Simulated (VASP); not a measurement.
# TaAg2Br6 (Fm-3m) in VASP: notebook

Runs on TaAg2Br6. Level: PBE. Tasks: single point, relaxation of cell and atoms.

Program: VASP 6.6.1. These are calculated values, not measurements. Logs are shortened: lines on timing, memory, paths and dates and some standing lists are left out, and cuts for length are marked.

## (1) The cell of the first run

Symmetry: Fm-3m, No. 225, cubic system. Conventional cell: a = 10.304 Å, b = 10.304 Å, c = 10.304 Å, α = 90.00°, β = 90.00°, γ = 90.00°. Within 3.3 Å of Ta (site symmetry m-3m) lie 6 Br at 2.53 Å. Ag (site symmetry -43m) has 12 Br at 3.64 Å and 4 Ta at 4.46 Å within 4.8 Å. Br (site symmetry 4mm) has 1 Ta at 2.53 Å within 3.3 Å.

## (2) Single point, PBE

File INCAR:

```
PREC = Accurate
ENCUT = 520
EDIFF = 1E-7
ISMEAR = 0
SIGMA = 0.1
LREAL = False
LASPH = True
NELM = 100
ALGO = Normal
ISIF = 2
LWAVE = False
LCHARG = False
GGA = PE
NBANDS = 48
```

File KPOINTS:

```
regular mesh
0
Gamma
  6 6 6
```

File POSCAR:

```
TaAg2Br6
1.0
    0.0000000000      5.1520647554      5.1520647554
    5.1520647554      0.0000000000      5.1520647554
    5.1520647554      5.1520647554      0.0000000000
Ta Ag Br
1 2 6
Direct
    0.0000000000      0.0000000000      0.0000000000
    0.2500000000      0.2500000000      0.2500000000
    0.7500000000      0.7500000000      0.7500000000
    0.7541270440      0.2458729560      0.2458729560
    0.2458729560      0.7541270440      0.2458729560
    0.2458729560      0.2458729560      0.7541270440
    0.2458729560      0.7541270440      0.7541270440
    0.7541270440      0.2458729560      0.7541270440
    0.7541270440      0.7541270440      0.2458729560
```

Potentials or basis: VASP PAW PBE potentials, release 64 (Ta_pv, Ag, Br).

Started as:

```sh
> cat potpaw_PBE.64/Ta_pv/POTCAR potpaw_PBE.64/Ag/POTCAR potpaw_PBE.64/Br/POTCAR > POTCAR
> mpirun -np 1 vasp_std > vasp.out
```

OUTCAR:

```text
PREC = Accurate
   ENCUT = 520
   EDIFF = 1E-7
   ISMEAR = 0
   LREAL = False
   LASPH = True
   NELM = 100
   ISIF = 2
   GGA = PE

 ion  position               nearest neighbor table
   1  0.000  0.000  0.000-   4 2.53   5 2.53   6 2.53   7 2.53   8 2.53   9 2.53
   2  0.250  0.250  0.250-
   3  0.750  0.750  0.750-
   4  0.754  0.246  0.246-   1 2.53
   5  0.246  0.754  0.246-   1 2.53
   6  0.246  0.246  0.754-   1 2.53
   7  0.246  0.754  0.754-   1 2.53
   8  0.754  0.246  0.754-   1 2.53
   9  0.754  0.754  0.246-   1 2.53

  LATTYP: Found a face centered cubic cell.
 ALAT       =    10.3041295108

  Lattice vectors:

 A1 = (   0.0000000000,   5.1520647554,   5.1520647554)
 A2 = (   5.1520647554,   0.0000000000,   5.1520647554)
 A3 = (   5.1520647554,   5.1520647554,   0.0000000000)

Analysis of symmetry for initial positions (statically):
=====================================================================
 Subroutine PRICEL returns:
 Original cell was already a primitive cell.

 Routine SETGRP: Setting up the symmetry group for a
 face centered cubic supercell.

 Subroutine GETGRP returns: Found 48 space group operations
 (whereof 48 operations were pure point group operations)
 out of a pool of 48 trial point group operations.

The static configuration has the point symmetry O_h .

Analysis of symmetry for dynamics (positions and initial velocities):
=====================================================================
 Subroutine PRICEL returns:
 Original cell was already a primitive cell.

 Routine SETGRP: Setting up the symmetry group for a
 face centered cubic supercell.

 Subroutine GETGRP returns: Found 48 space group operations
 (whereof 48 operations were pure point group operations)
 out of a pool of 48 trial point group operations.

The dynamic configuration has the point symmetry O_h .

 Subroutine INISYM returns: Found 48 space group operations
 (whereof 48 operations are pure point group operations),
 and found     1 'primitive' translations

----------------------------------------------------------------------------------------

                                     Primitive cell

  volume of cell :     273.5105

  direct lattice vectors                    reciprocal lattice vectors
     0.000000000  5.152064755  5.152064755    -0.097048470  0.097048470  0.097048470
     5.152064755  0.000000000  5.152064755     0.097048470 -0.097048470  0.097048470
     5.152064755  5.152064755  0.000000000     0.097048470  0.097048470 -0.097048470

  length of vectors
     7.286119851  7.286119851  7.286119851     0.168092880  0.168092880  0.168092880

  position of ions in fractional coordinates (direct lattice)
     0.000000000  0.000000000  0.000000000
     0.250000000  0.250000000  0.250000000
     0.750000000  0.750000000  0.750000000
     0.754127044  0.245872956  0.245872956
     0.245872956  0.754127044  0.245872956
     0.245872956  0.245872956  0.754127044
     0.245872956  0.754127044  0.754127044
     0.754127044  0.245872956  0.754127044
     0.754127044  0.754127044  0.245872956

  ion indices of the primitive-cell ions
   primitive index   ion index
                 1           1
                 2           2
                 3           3
                 4           4
                 5           5
                 6           6
                 7           7
                 8           8
                 9           9

----------------------------------------------------------------------------------------

 KPOINTS: regular mesh

Automatic generation of k-mesh.
 Grid dimensions read from file:
 generate k-points for:    6    6    6

 Generating k-lattice:

  Cartesian coordinates                     Fractional coordinates (reciprocal lattice)
    -0.016174745  0.016174745  0.016174745     0.166666667  0.000000000  0.000000000
     0.016174745 -0.016174745  0.016174745     0.000000000  0.166666667  0.000000000
     0.016174745  0.016174745 -0.016174745     0.000000000  0.000000000  0.166666667

  Length of vectors
     0.028015480  0.028015480  0.028015480

  Shift w.r.t. Gamma in fractional coordinates (k-lattice)
     0.000000000  0.000000000  0.000000000

 Subroutine IBZKPT returns following result:
 ===========================================

 Found     16 irreducible k-points:

 Following reciprocal coordinates:
            Coordinates               Weight
  0.000000  0.000000  0.000000      1.000000
  0.166667  0.000000  0.000000      8.000000
  0.333333  0.000000  0.000000      8.000000
  0.500000  0.000000  0.000000      4.000000
  0.166667  0.166667  0.000000      6.000000
  0.333333  0.166667  0.000000     24.000000
[... 8 lines left out ...]
 -0.333333  0.333333  0.166667     24.000000
 -0.333333  0.500000  0.166667     12.000000
   k-points           NKPTS =     16   k-points in BZ     NKDIM =     16   number of bands    NBANDS=     48
   number of dos      NEDOS =    301   number of ions     NIONS =      9
   total plane-waves  NPLWV = 157464
   dimension x,y,z NGX =    54 NGY =   54 NGZ =   54
   dimension x,y,z NGXF=   108 NGYF=  108 NGZF=  108
   ions per type =               1   2   6
   NGX,Y,Z   is equivalent  to a cutoff of  12.32, 12.32, 12.32 a.u.
   NGXF,Y,Z  is equivalent  to a cutoff of  24.64, 24.64, 24.64 a.u.
 SYSTEM =  unknown system
   PREC   = accura    normal or accurate (medium, high low for compatibility)
   ISTART =      0    job   : 0-new  1-cont  2-samecut
   ICHARG =      2    charge: 1-file 2-atom 10-const
   ISPIN  =      1    spin polarized calculation?
   LNONCOLLINEAR =      F non collinear calculations
   LSORBIT =      F    spin-orbit coupling
   LASPH  =      T    aspherical Exc in radial PAW
   ENCUT  =  520.0 eV  38.22 Ry    6.18 a.u.  13.55 13.55 13.55*2*pi/ulx,y,z
   NELM   =    100;   NELMIN=  2; NELMDL= -5     # of ELM steps
   EDIFF  = 0.1E-06   stopping-criterion for ELM
   LREAL  =      F    real-space projection
   EDIFFG = 0.1E-05   stopping-criterion for IOM
   NSW    =      0    number of steps for IOM
   IBRION =     -1    ionic relax: 0-MD 1-quasi-New 2-CG
   NFREE  =      0    steps in history (QN), initial steepest desc. (CG)
   ISIF   =      2    stress and relaxation
   ISYM   =      2    0-nonsym 1-usesym 2-fastsym
   POTIM  = 0.5000    time-step for ionic-motion
   TEBEG  =    0.0;   TEEND  =   0.0 temperature during run
   PSTRESS=    0.0 pullay stress
   NELECT =      75.0000    total number of electrons
   NUPDOWN=      -1.0000    fix difference up-down
   EMIN   =  10.00;   EMAX   =-10.00  energy-range for DOS
   EFERMI =   0.00;   METHOD = LEGACY
   ISMEAR =     0;   SIGMA  =   0.10  broadening in eV -4-tet -1-fermi 0-gaus
   EFERMI_NEDOS =   21; number of points for ismear=-14 and -15
   IALGO  =     38    algorithm
   IMIX   =      4    mixing-type and parameters
     AMIX     =   0.40;   BMIX     =  1.00
     AMIX_MAG =   1.60;   BMIX_MAG =  1.00
  volume/ion in A,a.u.               =      30.39       205.08
  Fermi-wavevector in a.u.,A,eV,Ry     =   1.063581  2.009877 15.390975  1.131205
  Thomas-Fermi vector in A             =   2.199071
   LORBIT       =      0    0 simple, 1 ext, 2 COOP (PROOUT), +10 PAW based schemes
   GGA     = PE    functional components
   LHFCALC =     F    Hartree Fock is set to
   AEXX    =    0.0000 exact exchange contribution
   IVDW    =     0    specifies the selected vdW correction
   LEPSILON=     F    determine dielectric tensor
   LRPA    =     F    only Hartree local field effects (RPA)
 non-spin polarized calculation
 Gauss-broadening in eV      SIGMA  =   0.10
  energy-cutoff  :      520.00
  volume of cell :      273.51
 maximum number of plane-waves:      7419
   NGX = 27   NGY = 27   NGZ = 27

 number of electron      75.0000003 magnetization

 Free energy of the ion-electron system (eV)
  ---------------------------------------------------
  ext. energy  EPLUGINS =         0.00000000
  ---------------------------------------------------
  free energy    TOTEN  =       -30.63072159 eV

  energy without entropy =      -30.59972944  energy(sigma->0) =      -30.61522552

 E-fermi :   2.3627     XC(G=0):  -8.6109

 val. band max:        2.3394463493   @ k =  -0.1667   0.1667   0.0000
 cond. band min:       2.3634550311   @ k =   0.5000   0.3333   0.0000
 fundamental gap:      0.0240086818
 Fermi energy:         2.3626951810

 k-point     1 :       0.0000    0.0000    0.0000
  band No.  band energies     occupation
      1     -34.1085      2.00000
      2     -34.1085      2.00000
      3     -34.1085      2.00000
      4     -13.6422      2.00000
      5     -12.8867      2.00000
      6     -12.8867      2.00000
[... 40 lines left out ...]
     47       8.2958      0.00000
     48       8.3135      0.00000

 k-point     2 :       0.1667    0.0000    0.0000
  band No.  band energies     occupation
      1     -34.1085      2.00000
      2     -34.1085      2.00000
      3     -34.1085      2.00000
      4     -13.6087      2.00000
      5     -12.9303      2.00000
      6     -12.9032      2.00000
[... 40 lines left out ...]
     47       8.0961      0.00000
     48       8.0961      0.00000

 k-point     3 :       0.3333    0.0000    0.0000
  band No.  band energies     occupation
      1     -34.1085      2.00000
      2     -34.1085      2.00000
      3     -34.1085      2.00000
      4     -13.5252      2.00000
      5     -13.0337      2.00000
      6     -12.9237      2.00000
[... 652 lines left out ...]
     47       7.0312      0.00000
     48       7.2192      0.00000

 k-point    16 :      -0.3333    0.5000    0.1667
  band No.  band energies     occupation
      1     -34.1085      2.00000
      2     -34.1085      2.00000
      3     -34.1085      2.00000
      4     -13.4174      2.00000
      5     -13.1050      2.00000
      6     -12.9100      2.00000
[... 40 lines left out ...]
     47       6.8429      0.00000
     48       7.3275      0.00000

------------------------ aborting loop because EDIFF is reached ----------------------------------------

  FORCE on cell =-STRESS in cart. coord.  units (eV):
  Direction    XX          YY          ZZ          XY          YZ          ZX
  --------------------------------------------------------------------------------------
  -------------------------------------------------------------------------------------
  Total        0.0293293      0.0293293      0.0293293      0.0000000     -0.0000000     -0.0000000
  in kB        0.1718063      0.1718063      0.1718063      0.0000000     -0.0000000     -0.0000000
  external PRESSURE =       0.1718063 kB  Pullay stress =       0.0000000 kB

 VOLUME and BASIS-vectors are now :
 -----------------------------------------------------------------------------
  energy-cutoff  :      520.00
  volume of cell :      273.51
      direct lattice vectors                 reciprocal lattice vectors
     0.000000000  5.152064755  5.152064755    -0.097048470  0.097048470  0.097048470
     5.152064755  0.000000000  5.152064755     0.097048470 -0.097048470  0.097048470
     5.152064755  5.152064755  0.000000000     0.097048470  0.097048470 -0.097048470

 POSITION                                       TOTAL-FORCE (eV/Angst)
 -----------------------------------------------------------------------------------
      0.00000      0.00000      0.00000        -0.000000     -0.000000      0.000000
      2.57603      2.57603      2.57603        -0.000000     -0.000000      0.000000
      7.72810      7.72810      7.72810        -0.000000     -0.000000      0.000000
      2.53351      5.15206      5.15206         0.012695     -0.000000      0.000000
      5.15206      2.53351      5.15206        -0.000000      0.012695      0.000000
      5.15206      5.15206      2.53351        -0.000000     -0.000000      0.012695
      7.77062      5.15206      5.15206        -0.012695     -0.000000      0.000000
      5.15206      7.77062      5.15206        -0.000000     -0.012695      0.000000
      5.15206      5.15206      7.77062        -0.000000     -0.000000     -0.012695
 -----------------------------------------------------------------------------------
    total drift:                                0.000000      0.000000      0.000000

  FREE ENERGIE OF THE ION-ELECTRON SYSTEM (eV)
  ---------------------------------------------------
  free  energy   TOTEN  =       -30.6307215904 eV

  energy  without entropy=      -30.5997294409  energy(sigma->0) =      -30.61522552
```

It took 2.6 min on 1 thread of Intel Xeon 6975P-C (Granite Rapids), shared host; peak memory 0.48 GiB.

What came out:

```
Free energy            : -30.6307 eV
Pressure               : 0.0 GPa
Largest force          : 0.013 eV/Å
Band gap on the k mesh : zero (an odd number of electrons rules out a gap without spin polarisation)
```

Forces in eV/Å, atoms in the order of the input:
```
Ta   0.000  0.000  0.000
Ag   0.000  0.000  0.000
Ag   0.000  0.000  0.000
Br   0.013  0.000  0.000
Br   0.000  0.013  0.000
Br   0.000  0.000  0.013
Br  -0.013  0.000  0.000
Br   0.000 -0.013  0.000
Br   0.000  0.000 -0.013
```

Caveat: spin-orbit coupling is left out, which moves the levels of the heavy elements; an odd number of electrons without spin polarisation forces a metal; a magnetic or distorted state may lie lower.

## (3) Relaxation of cell and atoms, PBE

This run uses another cell than the first one, of 28.17 Å³/atom.

File INCAR:

```
SYSTEM = TaAg2Br6
  ALGO = Normal
  EDIFF = 1E-7
  EDIFFG = -0.04
  ENCUT = 600
  GGA = PE
  IBRION = 2
  ISIF = 3
  ISMEAR = 0
  LASPH = .True.
  LCHARG = .False.
  LREAL = .False.
  LWAVE = .False.
  NELM = 80
  NSW = 90
  PREC = Accurate
  SIGMA = 0.1
```

File KPOINTS:

```
k-points
0
Gamma
  4 4 4
  0 0 0
```

File POSCAR:

```
TaAg2Br6
1.0
    0.0000000000      5.0232072700      5.0232072700
    5.0232072700      0.0000000000      5.0232072700
    5.0232072700      5.0232072700      0.0000000000
Ta Ag Br
1 2 6
Direct
    0.0000000000      0.0000000000      0.0000000000
    0.2500000000      0.2500000000      0.2500000000
    0.7500000000      0.7500000000      0.7500000000
    0.7588820600      0.2411179400      0.2411179400
    0.2411179400      0.7588820600      0.2411179400
    0.2411179400      0.2411179400      0.7588820600
    0.2411179400      0.7588820600      0.7588820600
    0.7588820600      0.2411179400      0.7588820600
    0.7588820600      0.7588820600      0.2411179400
```

Potentials or basis: VASP PAW PBE potentials, release 64 (Ta_pv, Ag, Br).

Started as:

```sh
> cat potpaw_PBE.64/Ta_pv/POTCAR potpaw_PBE.64/Ag/POTCAR potpaw_PBE.64/Br/POTCAR > POTCAR
> mpirun -np 1 vasp_std > vasp.out
```

It took 4.2 min on 1 thread of Intel Xeon 6975P-C (Granite Rapids), shared host; peak memory 0.58 GiB.

Results (log left out):

* Free energy: -30.6392 eV
* Relaxed volume: 30.47 Å³/atom
* Relaxed cell: a = 7.292 Å, b = 7.292 Å, c = 7.292 Å, α = 60.00°, β = 60.00°, γ = 60.00°
* Space group after relaxing (to 0.1 Å): Fm-3m (No. 225)
* Energy gained by relaxing: 65.7 meV/atom
* Ionic steps: 3
* Pressure after relaxing: -0.1 GPa
* Largest force after relaxing: 0.018 eV/Å
* Band gap on the k mesh: zero (an odd number of electrons rules out a gap without spin polarisation)

Forces in eV/Å, atoms in the order of the input:
```
Ta   0.000  0.000  0.000
Ag   0.000  0.000  0.000
Ag   0.000  0.000  0.000
Br  -0.018  0.000  0.000
Br   0.000 -0.018  0.000
Br   0.000  0.000 -0.018
Br   0.018  0.000  0.000
Br   0.000  0.018  0.000
Br   0.000  0.000  0.018
```

The path:
```csv
step,energy change (eV),largest force (eV/Å),pressure (GPa),volume (Å³)
1,0.0000,1.8373,6.03,253.50
2,-0.1975,1.0774,-3.47,294.40
3,-0.5914,0.0179,-0.11,274.20
```

Final structure:
```xyz
9
Lattice="0.0000 5.1564 5.1564 5.1564 0.0000 5.1564 5.1564 5.1564 0.0000" Properties=species:S:1:pos:R:3 pbc="T T T"
Ta    0.0000    0.0000    0.0000
Ag    2.5782    2.5782    2.5782
Ag    7.7346    7.7346    7.7346
Br    2.5359    5.1564    5.1564
Br    5.1564    2.5359    5.1564
Br    5.1564    5.1564    2.5359
Br    7.7769    5.1564    5.1564
Br    5.1564    7.7769    5.1564
Br    5.1564    5.1564    7.7769
```

Levels at points of the mesh, in eV from the Fermi level:
```csv
k point,band 36,band 37,band 38,band 39,band 40,band 41
"(0.00, 0.00, 0.00)",-1.85,-1.85,-0.61,-0.31,0.14,0.14
"(0.50, 0.00, 0.00)",-2.20,-2.20,-0.18,0.52,0.52,0.76
"(0.50, 0.50, 0.00)",-2.29,-1.80,-0.13,0.88,0.88,1.16
```

Caveat: spin-orbit coupling is left out, which moves the levels of the heavy elements; an odd number of electrons without spin polarisation forces a metal; a magnetic or distorted state may lie lower.

(Part 1 of 2 ends here.)

The gap in the log of VASP goes by the Fermi energy; the results here count the filled bands.